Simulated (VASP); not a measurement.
# Mo3Pt (Pm-3m) in VASP: notebook

Runs on Mo3Pt. Level: LDA. Tasks: single point.

Everything below comes from runs of VASP 6.6.1. Logs are shortened: lines on timing, memory, paths and dates and some standing lists are left out, and cuts for length are marked.

## 1. The cell of the first run

Symmetry: Pm-3m, No. 221, cubic system. The conventional cell has a = 3.947 Å, b = 3.947 Å, c = 3.947 Å, α = 90.00°, β = 90.00°, γ = 90.00°. Within 3.7 Å of Mo (site symmetry 4/mmm) lie 8 Mo at 2.79 Å and 4 Pt at 2.79 Å. Pt (site symmetry m-3m) has 12 Mo at 2.79 Å within 3.7 Å.

## 2. Single point, LDA

File INCAR:

```
PREC = Accurate
ENCUT = 520
EDIFF = 1E-6
ISMEAR = -1
SIGMA = 0.1
LREAL = False
LASPH = True
NELM = 100
ALGO = Normal
ISIF = 2
LWAVE = False
LCHARG = False
GGA = CA
NBANDS = 34
```

File KPOINTS:

```
regular mesh
0
Gamma
  6 6 6
```

File POSCAR:

```
Mo3Pt
1.0
    3.9473081897      0.0000000000      0.0000000000
    0.0000000000      3.9473081897      0.0000000000
    0.0000000000      0.0000000000      3.9473081897
Mo Pt
3 1
Direct
    0.0000000000      0.5000000000      0.5000000000
    0.5000000000      0.0000000000      0.5000000000
    0.5000000000      0.5000000000      0.0000000000
    0.0000000000      0.0000000000      0.0000000000
```

Potentials or basis: VASP PAW LDA potentials, release 64 (Mo_sv, Pt).

Launch:

```
> cat potpaw_LDA.64/Mo_sv/POTCAR potpaw_LDA.64/Pt/POTCAR > POTCAR
> mpirun -np 1 vasp_std > vasp.out
```

OUTCAR:

```text
PREC = Accurate
   ENCUT = 520
   EDIFF = 1E-6
   ISMEAR = -1
   LREAL = False
   LASPH = True
   NELM = 100
   ISIF = 2
   GGA = CA

 ion  position               nearest neighbor table
   1  0.000  0.500  0.500-   2 2.79   3 2.79   4 2.79   3 2.79   4 2.79   2 2.79   4 2.79   4 2.79
                             2 2.79   3 2.79   3 2.79   2 2.79
   2  0.500  0.000  0.500-   1 2.79   3 2.79   4 2.79   3 2.79   4 2.79   1 2.79   3 2.79   3 2.79
                             1 2.79   4 2.79   4 2.79   1 2.79
   3  0.500  0.500  0.000-   1 2.79   2 2.79   4 2.79   1 2.79   2 2.79   2 2.79   4 2.79   2 2.79
                             1 2.79   4 2.79   1 2.79   4 2.79
   4  0.000  0.000  0.000-   1 2.79   2 2.79   3 2.79   1 2.79   2 2.79   1 2.79   3 2.79   1 2.79
                             2 2.79   3 2.79   2 2.79   3 2.79

  LATTYP: Found a simple cubic cell.
 ALAT       =     3.9473081897

  Lattice vectors:

 A1 = (   3.9473081897,   0.0000000000,   0.0000000000)
 A2 = (   0.0000000000,   3.9473081897,   0.0000000000)
 A3 = (   0.0000000000,   0.0000000000,   3.9473081897)

Analysis of symmetry for initial positions (statically):
=====================================================================
 Subroutine PRICEL returns:
 Original cell was already a primitive cell.

 Routine SETGRP: Setting up the symmetry group for a
 simple cubic supercell.

 Subroutine GETGRP returns: Found 48 space group operations
 (whereof 48 operations were pure point group operations)
 out of a pool of 48 trial point group operations.

The static configuration has the point symmetry O_h .

Analysis of symmetry for dynamics (positions and initial velocities):
=====================================================================
 Subroutine PRICEL returns:
 Original cell was already a primitive cell.

 Routine SETGRP: Setting up the symmetry group for a
 simple cubic supercell.

 Subroutine GETGRP returns: Found 48 space group operations
 (whereof 48 operations were pure point group operations)
 out of a pool of 48 trial point group operations.

The dynamic configuration has the point symmetry O_h .

 Subroutine INISYM returns: Found 48 space group operations
 (whereof 48 operations are pure point group operations),
 and found     1 'primitive' translations

----------------------------------------------------------------------------------------

                                     Primitive cell

  volume of cell :      61.5040

  direct lattice vectors                    reciprocal lattice vectors
     3.947308190  0.000000000  0.000000000     0.253337199  0.000000000  0.000000000
     0.000000000  3.947308190  0.000000000     0.000000000  0.253337199  0.000000000
     0.000000000  0.000000000  3.947308190     0.000000000  0.000000000  0.253337199

  length of vectors
     3.947308190  3.947308190  3.947308190     0.253337199  0.253337199  0.253337199

  position of ions in fractional coordinates (direct lattice)
     0.000000000  0.500000000  0.500000000
     0.500000000  0.000000000  0.500000000
     0.500000000  0.500000000  0.000000000
     0.000000000  0.000000000  0.000000000

  ion indices of the primitive-cell ions
   primitive index   ion index
                 1           1
                 2           2
                 3           3
                 4           4

----------------------------------------------------------------------------------------

 KPOINTS: regular mesh

Automatic generation of k-mesh.
 Grid dimensions read from file:
 generate k-points for:    6    6    6

 Generating k-lattice:

  Cartesian coordinates                     Fractional coordinates (reciprocal lattice)
     0.042222866  0.000000000  0.000000000     0.166666667  0.000000000  0.000000000
     0.000000000  0.042222866  0.000000000     0.000000000  0.166666667  0.000000000
     0.000000000  0.000000000  0.042222866     0.000000000  0.000000000  0.166666667

  Length of vectors
     0.042222866  0.042222866  0.042222866

  Shift w.r.t. Gamma in fractional coordinates (k-lattice)
     0.000000000  0.000000000  0.000000000

 Subroutine IBZKPT returns following result:
 ===========================================

 Found     20 irreducible k-points:

 Following reciprocal coordinates:
            Coordinates               Weight
  0.000000  0.000000  0.000000      1.000000
  0.166667  0.000000  0.000000      6.000000
  0.333333  0.000000  0.000000      6.000000
  0.500000  0.000000  0.000000      3.000000
  0.166667  0.166667  0.000000     12.000000
  0.333333  0.166667  0.000000     24.000000
[... 12 lines left out ...]
  0.500000  0.500000  0.333333      6.000000
  0.500000  0.500000  0.500000      1.000000
   k-points           NKPTS =     20   k-points in BZ     NKDIM =     20   number of bands    NBANDS=     34
   number of dos      NEDOS =    301   number of ions     NIONS =      4
   total plane-waves  NPLWV =  27000
   dimension x,y,z NGX =    30 NGY =   30 NGZ =   30
   dimension x,y,z NGXF=    60 NGYF=   60 NGZF=   60
   ions per type =               3   1
   NGX,Y,Z   is equivalent  to a cutoff of  12.63, 12.63, 12.63 a.u.
   NGXF,Y,Z  is equivalent  to a cutoff of  25.27, 25.27, 25.27 a.u.
 SYSTEM =  unknown system
   PREC   = accura    normal or accurate (medium, high low for compatibility)
   ISTART =      0    job   : 0-new  1-cont  2-samecut
   ICHARG =      2    charge: 1-file 2-atom 10-const
   ISPIN  =      1    spin polarized calculation?
   LNONCOLLINEAR =      F non collinear calculations
   LSORBIT =      F    spin-orbit coupling
   LASPH  =      T    aspherical Exc in radial PAW
   ENCUT  =  520.0 eV  38.22 Ry    6.18 a.u.   7.34  7.34  7.34*2*pi/ulx,y,z
   NELM   =    100;   NELMIN=  2; NELMDL= -5     # of ELM steps
   EDIFF  = 0.1E-05   stopping-criterion for ELM
   LREAL  =      F    real-space projection
   EDIFFG = 0.1E-04   stopping-criterion for IOM
   NSW    =      0    number of steps for IOM
   IBRION =     -1    ionic relax: 0-MD 1-quasi-New 2-CG
   NFREE  =      0    steps in history (QN), initial steepest desc. (CG)
   ISIF   =      2    stress and relaxation
   ISYM   =      2    0-nonsym 1-usesym 2-fastsym
   POTIM  = 0.5000    time-step for ionic-motion
   TEBEG  =    0.0;   TEEND  =   0.0 temperature during run
   PSTRESS=    0.0 pullay stress
   NELECT =      52.0000    total number of electrons
   NUPDOWN=      -1.0000    fix difference up-down
   EMIN   =  10.00;   EMAX   =-10.00  energy-range for DOS
   EFERMI =   0.00;   METHOD = LEGACY
   ISMEAR =    -1;   SIGMA  =   0.10  broadening in eV -4-tet -1-fermi 0-gaus
   EFERMI_NEDOS =   21; number of points for ismear=-14 and -15
   IALGO  =     38    algorithm
   IMIX   =      4    mixing-type and parameters
     AMIX     =   0.40;   BMIX     =  1.00
     AMIX_MAG =   1.60;   BMIX_MAG =  1.00
  volume/ion in A,a.u.               =      15.38       103.76
  Fermi-wavevector in a.u.,A,eV,Ry     =   1.548014  2.925322 32.604289  2.396348
  Thomas-Fermi vector in A             =   2.653025
   LORBIT       =      0    0 simple, 1 ext, 2 COOP (PROOUT), +10 PAW based schemes
   GGA     = CA    functional components
   LHFCALC =     F    Hartree Fock is set to
   AEXX    =    0.0000 exact exchange contribution
   IVDW    =     0    specifies the selected vdW correction
   LEPSILON=     F    determine dielectric tensor
   LRPA    =     F    only Hartree local field effects (RPA)
 non-spin polarized calculation
  energy-cutoff  :      520.00
  volume of cell :       61.50
 maximum number of plane-waves:      1675
 NGX is ok and might be reduce to    30
   NGX = 15   NGY = 15   NGZ = 15

 number of electron      52.0000013 magnetization

 Free energy of the ion-electron system (eV)
  ---------------------------------------------------
  ext. energy  EPLUGINS =         0.00000000
  ---------------------------------------------------
  free energy    TOTEN  =       -44.36262013 eV

  energy without entropy =      -44.24765796  energy(sigma->0) =      -44.30513905

 E-fermi :  12.0217     XC(G=0): -13.6646

 val. band max:       11.9865823728   @ k =   0.3333   0.3333   0.1667
 cond. band min:      12.0404091600   @ k =   0.5000   0.0000   0.0000
 fundamental gap:      0.0538267872
 Fermi energy:        12.0216965768

 k-point     1 :       0.0000    0.0000    0.0000
  band No.  band energies     occupation
      1     -48.4608      2.00000
      2     -48.1919      2.00000
      3     -48.1919      2.00000
      4     -23.1008      2.00000
      5     -23.1008      2.00000
      6     -23.1008      2.00000
[... 26 lines left out ...]
     33      16.0760      0.00000
     34      16.7919      0.00000

 k-point     2 :       0.1667    0.0000    0.0000
  band No.  band energies     occupation
      1     -48.4449      2.00000
      2     -48.2079      2.00000
      3     -48.1917      2.00000
      4     -23.0651      2.00000
      5     -23.0651      2.00000
      6     -23.0448      2.00000
[... 26 lines left out ...]
     33      15.6277      0.00000
     34      16.7936      0.00000

 k-point     3 :       0.3333    0.0000    0.0000
  band No.  band energies     occupation
      1     -48.4038      2.00000
      2     -48.2490      2.00000
      3     -48.1913      2.00000
      4     -22.9786      2.00000
      5     -22.9786      2.00000
      6     -22.8879      2.00000
[... 26 lines left out ...]
     33      15.0771      0.00000
     34      16.7972      0.00000
[... 556 lines left out ...]
 k-point    19 :       0.5000    0.5000    0.3333
  band No.  band energies     occupation
      1     -48.2802      2.00000
      2     -48.2799      2.00000
      3     -48.2799      2.00000
      4     -23.3437      2.00000
      5     -23.0409      2.00000
      6     -22.9794      2.00000
[... 26 lines left out ...]
     33      15.6115      0.00000
     34      15.6689      0.00000

 k-point    20 :       0.5000    0.5000    0.5000
  band No.  band energies     occupation
      1     -48.2798      2.00000
      2     -48.2798      2.00000
      3     -48.2798      2.00000
      4     -23.4170      2.00000
      5     -23.0366      2.00000
      6     -23.0366      2.00000
[... 26 lines left out ...]
     33      14.9344      0.00000
     34      16.1462      0.00000

------------------------ aborting loop because EDIFF is reached ----------------------------------------

  FORCE on cell =-STRESS in cart. coord.  units (eV):
  Direction    XX          YY          ZZ          XY          YZ          ZX
  --------------------------------------------------------------------------------------
  -------------------------------------------------------------------------------------
  Total       -3.2939144     -3.2939144     -3.2939144     -0.0000000     -0.0000000      0.0000000
  in kB      -85.8064210    -85.8064210    -85.8064210     -0.0000000     -0.0000000      0.0000000
  external PRESSURE =     -85.8064210 kB  Pullay stress =       0.0000000 kB

 VOLUME and BASIS-vectors are now :
 -----------------------------------------------------------------------------
  energy-cutoff  :      520.00
  volume of cell :       61.50
      direct lattice vectors                 reciprocal lattice vectors
     3.947308190  0.000000000  0.000000000     0.253337199  0.000000000  0.000000000
     0.000000000  3.947308190  0.000000000     0.000000000  0.253337199  0.000000000
     0.000000000  0.000000000  3.947308190     0.000000000  0.000000000  0.253337199

 POSITION                                       TOTAL-FORCE (eV/Angst)
 -----------------------------------------------------------------------------------
      0.00000      1.97365      1.97365         0.000000      0.000000      0.000000
      1.97365      0.00000      1.97365         0.000000      0.000000      0.000000
      1.97365      1.97365      0.00000         0.000000      0.000000      0.000000
      0.00000      0.00000      0.00000         0.000000      0.000000      0.000000
 -----------------------------------------------------------------------------------
    total drift:                                0.000000      0.000000     -0.000000

  FREE ENERGIE OF THE ION-ELECTRON SYSTEM (eV)
  ---------------------------------------------------
  free  energy   TOTEN  =       -44.3626201318 eV

  energy  without entropy=      -44.2476579633  energy(sigma->0) =      -44.30513905
```

It took 29 s on 1 thread of Intel Xeon Platinum 8259CL at 2.50GHz (Skylake/Cascade Lake), shared host; peak memory 0.17 GiB.

What came out:

- Free energy: -44.3626 eV
- Pressure: -8.6 GPa
- Band gap on the k mesh: zero (band 26 reaches 14.89 eV, above the bottom of band 27 at 11.46 eV)

Caveat: spin-orbit coupling is left out, which moves the levels of the heavy elements.

## 3. Single point, LDA

This run uses another cell than the first one, of 15.69 Å³/atom, 1.020 times its volume.

File INCAR:

```
PREC = Accurate ; ENCUT = 520
EDIFF = 1E-6 ; ISMEAR = -1
SIGMA = 0.1 ; LREAL = F
LASPH = T ; NELM = 80
ALGO = Normal ; ISIF = 2
LWAVE = F ; LCHARG = F
GGA = CA ; NBANDS = 34
```

File KPOINTS:

```
Automatic mesh
0
Gamma
  6 6 6
```

File POSCAR:

```
Mo3Pt
1.0
    3.9739800000      0.0000000000      0.0000000000
    0.0000000000      3.9739800000      0.0000000000
    0.0000000000      0.0000000000      3.9739800000
Mo Pt
3 1
Direct
    0.0000000000      0.5000000000      0.5000000000
    0.5000000000      0.0000000000      0.5000000000
    0.5000000000      0.5000000000      0.0000000000
    0.0000000000      0.0000000000      0.0000000000
```

Potentials or basis: VASP PAW LDA potentials, release 64 (Mo_sv, Pt).

Launch:

```
> cat potpaw_LDA.64/Mo_sv/POTCAR potpaw_LDA.64/Pt/POTCAR > POTCAR
> mpirun -np 1 vasp_std > vasp.out
```

OUTCAR:

```text
PREC = Accurate
   ENCUT = 520
   EDIFF = 1E-6
   ISMEAR = -1
   LREAL = F
   LASPH = T
   NELM = 80
   ISIF = 2
   GGA = CA

 ion  position               nearest neighbor table
   1  0.000  0.500  0.500-   2 2.81   3 2.81   4 2.81   3 2.81   4 2.81   2 2.81   4 2.81   4 2.81
                             2 2.81   3 2.81   3 2.81   2 2.81
   2  0.500  0.000  0.500-   1 2.81   3 2.81   4 2.81   3 2.81   4 2.81   1 2.81   3 2.81   3 2.81
                             1 2.81   4 2.81   4 2.81   1 2.81
   3  0.500  0.500  0.000-   1 2.81   2 2.81   4 2.81   1 2.81   2 2.81   2 2.81   4 2.81   2 2.81
[... 938 lines left out ...]
  -------------------------------------------------------------------------------------
  Total       -5.3400441     -5.3400441     -5.3400441      0.0000000     -0.0000000     -0.0000000
  in kB     -136.3259065   -136.3259065   -136.3259065      0.0000000     -0.0000000     -0.0000000
  external PRESSURE =    -136.3259065 kB  Pullay stress =       0.0000000 kB

 VOLUME and BASIS-vectors are now :
 -----------------------------------------------------------------------------
  energy-cutoff  :      520.00
  volume of cell :       62.76
      direct lattice vectors                 reciprocal lattice vectors
     3.973980000  0.000000000  0.000000000     0.251636898  0.000000000  0.000000000
     0.000000000  3.973980000  0.000000000     0.000000000  0.251636898  0.000000000
     0.000000000  0.000000000  3.973980000     0.000000000  0.000000000  0.251636898

 POSITION                                       TOTAL-FORCE (eV/Angst)
 -----------------------------------------------------------------------------------
      0.00000      1.98699      1.98699         0.000000      0.000000      0.000000
      1.98699      0.00000      1.98699         0.000000      0.000000      0.000000
      1.98699      1.98699      0.00000         0.000000      0.000000      0.000000
      0.00000      0.00000      0.00000         0.000000      0.000000      0.000000
 -----------------------------------------------------------------------------------
    total drift:                                0.000000      0.000000     -0.000000

  FREE ENERGIE OF THE ION-ELECTRON SYSTEM (eV)
  ---------------------------------------------------
  free  energy   TOTEN  =       -44.2761498630 eV

  energy  without entropy=      -44.1585938891  energy(sigma->0) =      -44.21737188
```

OSZICAR:

```text
N       E                     dE             d eps       ncg     rms          rms(c)
DAV:   1     0.588287825278E+03    0.58829E+03   -0.30995E+04  1416   0.157E+03
DAV:   2    -0.273840606889E+02   -0.61567E+03   -0.60137E+03  1496   0.491E+02
DAV:   3    -0.469879841016E+02   -0.19604E+02   -0.18756E+02  1580   0.857E+01
DAV:   4    -0.472707793323E+02   -0.28280E+00   -0.28141E+00  1502   0.922E+00
DAV:   5    -0.472734498598E+02   -0.26705E-02   -0.26695E-02  1498   0.967E-01    0.268E+01
DAV:   6    -0.447690910968E+02    0.25044E+01   -0.68196E+00  1416   0.174E+01    0.845E+00
DAV:   7    -0.445409833897E+02    0.22811E+00   -0.27349E+00  1436   0.115E+01    0.371E+00
DAV:   8    -0.442925472643E+02    0.24844E+00   -0.59446E-01  1438   0.538E+00    0.139E+00
DAV:   9    -0.442762405011E+02    0.16307E-01   -0.29924E-02  1484   0.131E+00    0.291E-01
DAV:  10    -0.442761647479E+02    0.75753E-04   -0.47894E-04  1686   0.171E-01    0.124E-01
DAV:  11    -0.442761521978E+02    0.12550E-04   -0.10846E-04  1528   0.655E-02    0.109E-02
DAV:  12    -0.442761498992E+02    0.22986E-05   -0.12939E-05  1478   0.245E-02    0.834E-03
DAV:  13    -0.442761498630E+02    0.36172E-07   -0.31277E-07   726   0.441E-03
   1 F= -.44276150E+02 E0= -.44217372E+02  d E =-.117556E+00
```

It took 32 s on 1 thread of Intel Xeon Platinum 8259CL at 2.50GHz (Skylake/Cascade Lake), shared host; peak memory 0.17 GiB.

What came out:

| Property | Result |
| --- | --- |
| Free energy | -44.2761 eV |
| Pressure | -13.6 GPa |
| Band gap on the k mesh | zero (band 26 reaches 14.47 eV, above the bottom of band 27 at 11.11 eV) |

Levels at points of the mesh, in eV from the Fermi level:
```
           k point  band 23  band 24  band 25  band 26  band 27  band 28
(0.00, 0.00, 0.00)     0.28     0.28     2.78     2.78     2.78     3.05
(0.50, 0.00, 0.00)    -2.21    -0.11     0.01     0.01     0.63     0.99
(0.50, 0.50, 0.00)    -1.95    -1.95    -1.92     0.36     0.36     0.46
(0.50, 0.50, 0.50)    -1.03    -1.03     0.82     0.82     0.82     1.69
```

Caveat: spin-orbit coupling is left out, which moves the levels of the heavy elements.

## 4. Single point, LDA

This run uses another cell than the first one, of 16.00 Å³/atom, 1.041 times its volume.

File INCAR:

```
SYSTEM = Mo3Pt
PREC = Accurate
ENCUT = 520
EDIFF = 1E-6
ISMEAR = -1
SIGMA = 0.1
LREAL = .FALSE.
LASPH = .TRUE.
NELM = 60
ALGO = Normal
ISIF = 2
LWAVE = .FALSE.
LCHARG = .TRUE.
LELF = .TRUE.
LVHAR = .TRUE.
NBANDS = 34
```

File KPOINTS:

```
regular mesh
0
G
  6 6 6
  0 0 0
```

File POSCAR:

```
Mo3Pt
1.0
    4.0002985153      0.0000000000      0.0000000000
    0.0000000000      4.0002985153      0.0000000000
    0.0000000000      0.0000000000      4.0002985153
Mo Pt
3 1
Direct
    0.0000000000      0.5000000000      0.5000000000
    0.5000000000      0.0000000000      0.5000000000
    0.5000000000      0.5000000000      0.0000000000
    0.0000000000      0.0000000000      0.0000000000
```

Launch:

```
> cat potpaw_LDA.64/Mo_sv/POTCAR potpaw_LDA.64/Pt/POTCAR > POTCAR
> mpirun -np 1 vasp_std > vasp.out
```

It took 29 s on 1 thread of Intel Xeon Platinum 8259CL at 2.50GHz (Skylake/Cascade Lake), shared host; peak memory 0.17 GiB.

It converged, with:

| Item | Value |
| --- | --- |
| Free energy | -44.1523 eV |
| Pressure | -18.1 GPa |
| Band gap on the k mesh | zero (band 26 reaches 14.06 eV, above the bottom of band 27 at 10.79 eV) |

Levels at points of the mesh, in eV from the Fermi level:
```csv
k point,band 23,band 24,band 25,band 26,band 27,band 28
"(0.00, 0.00, 0.00)",0.26,0.26,2.69,2.69,2.69,2.96
"(0.50, 0.00, 0.00)",-2.15,-0.11,0.01,0.01,0.62,0.95
"(0.50, 0.50, 0.00)",-1.89,-1.89,-1.89,0.35,0.35,0.46
"(0.50, 0.50, 0.50)",-0.99,-0.99,0.79,0.79,0.79,1.62
```

Caveat: spin-orbit coupling is left out, which moves the levels of the heavy elements.

## 5. The runs side by side

```csv
cell,gap on the mesh (eV),pressure (GPa)
"a = 3.947 Å, 4 atoms",none,-8.6
"a = 3.974 Å, 4 atoms",none,-13.6
"a = 4.000 Å, 4 atoms",none,-18.1
```

Alike in all rows: task single point; level LDA; potentials or basis VASP PAW LDA potentials, release 64 (Mo_sv, Pt); no spin polarisation; k mesh 6 × 6 × 6; cutoff (eV) 520; smearing fermi-dirac 0.1 eV.

Caveats: spin-orbit coupling is left out, which moves the levels of the heavy elements.

Absolute energies hang on the potentials; compare differences alone.
